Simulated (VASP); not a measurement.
Crystal: Ge.

```
Ge
1.0
     1.38777   -2.58306    0.00000
     1.38777    2.58306    0.00000
     0.00000    0.00000    2.68012
Ge
1
Cartesian
  1.3878 0.0000 0.0000
```

This cell differs from its parent crystal: volume scaled by 0.98.

Base run:

```yaml
Program: VASP 6.6.1
Functional: PBE
Potentials_or_basis: VASP PAW PBE potentials, release 64 (Ge_d)
Cutoff: 520 eV
k_mesh: 11 × 11 × 10
Occupations: fermi-dirac, width 0.05 eV
Spin: no spin polarisation
```

Its results: band gap on the k mesh zero (band 7 reaches 13.21 eV, above the bottom of band 8 at 3.96 eV); pressure 0.5 GPa.

Q: The run is repeated on the same cell with these changes: functional from PBE to r2SCAN. What comes out?

A: Band gap on the k mesh zero (band 7 reaches 13.42 eV, above the bottom of band 8 at 3.73 eV); pressure -2.0 GPa.

Caveats: the PAW data sets were made with another functional, which shifts forces and pressure a little (some runs).
